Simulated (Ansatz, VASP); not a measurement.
# One calculation of GaN, two programs

File POSCAR:

```
GaN
1.0
    0.0000000000      2.2489367673      2.2489367673
    2.2489367673      0.0000000000      2.2489367673
    2.2489367673      2.2489367673      0.0000000000
Ga N
1 1
Direct
    0.0000000000      0.0000000000      0.0000000000
    0.7885082149      0.7371639284      0.7371639284
```

Contents of INCAR.step1:

```
SYSTEM = GaN
PREC     = Accurate       ! precision mode
ENCUT    = 520            ! plane-wave cutoff, eV
ISMEAR   = 0              ! smearing method
SIGMA    = 0.05           ! smearing width, eV
LREAL    = .False.        ! projectors in reciprocal space
LASPH    = .True.         ! aspherical terms in the spheres
NELM     = 60             ! most SCF steps
NBANDS   = 16             ! bands
GGA      = PE             ! functional
ALGO     = Normal         ! electronic algorithm
EDIFF    = 1E-4           ! SCF threshold, eV
LWAVE    = .True.         ! write WAVECAR
LCHARG   = .False.        ! write CHGCAR
```

INCAR.step2

```
SYSTEM = GaN
PREC     = Accurate       ! precision mode
ENCUT    = 520            ! plane-wave cutoff, eV
EDIFF    = 1E-7           ! SCF threshold, eV
ISMEAR   = 0              ! smearing method
SIGMA    = 0.05           ! smearing width, eV
LREAL    = .False.        ! projectors in reciprocal space
LASPH    = .True.         ! aspherical terms in the spheres
NELM     = 60             ! most SCF steps
ALGO     = Normal         ! electronic algorithm
ISIF     = 2              ! what is computed and relaxed
LWAVE    = .False.        ! write WAVECAR
LCHARG   = .False.        ! write CHGCAR
METAGGA  = R2SCAN         ! meta-GGA
LMIXTAU  = .True.       
NBANDS   = 16             ! bands
ISTART   = 1
```

File KPOINTS:

```
Automatic mesh
0
Gamma
  10 10 10
  0 0 0
```

Input for Ansatz:

```yaml
crystal:
  lattice:
    - [0.0, 2.2489367673, 2.2489367673]
    - [2.2489367673, 0.0, 2.2489367673]
    - [2.2489367673, 2.2489367673, 0.0]
  atoms:
    - { symbol: Ga, position: [0.0, 0.0, 0.0] }
    - { symbol: "N", position: [0.7885082149, 0.7371639284, 0.7371639284] }
basis:
  ecutwfc: 500
kpoints:
  mp_grid: { grid: [10, 10, 10] }
hamiltonian:
  xc: r2scan
scf:
  occupations: { method: gaussian, width: 0.05 }
output:
  forces: true
  stress: true
  eigenvalues: true
```

Change from the starting cell: all N atoms moved -0.100 Å, as atom 2 towards its neighbour atom 1 (Ga) at 1.948 Å.

Alike in both runs: task single point; functional r2SCAN; k mesh 10 × 10 × 10; occupations gaussian, width 0.05 eV; no spin polarisation.

|  | VASP | Ansatz |
| --- | --- | --- |
| version | VASP 6.6.1 | Ansatz 0.2.0 |
| potentials or method | VASP PAW PBE potentials, release 64 (Ga_d, N), cutoff 520 eV | scalar-relativistic, plane waves, PAW |
| valence electrons in the cell | 18 | 18 |

|  | VASP | Ansatz | Ansatz less VASP |
| --- | --- | --- | --- |
| gap on the k mesh at the Fermi level (eV) | 1.98 | 1.98 | +0.005 |
| least direct gap on the mesh (eV) | 1.98 | 1.98 | +0.005 |
| pressure (GPa) | 2.0 | 0.9 | -1.10 |
| traceless stress, the component that is largest in VASP (GPa) | 2.79 | 2.60 | -0.195 |
| rms of the force components (eV/Å) | 0.586 | 0.570 | -0.0162 |

VASP's potentials were made for PBE, not for r2SCAN. Atom by atom the forces differ by 0.016 eV/Å (rms over components).
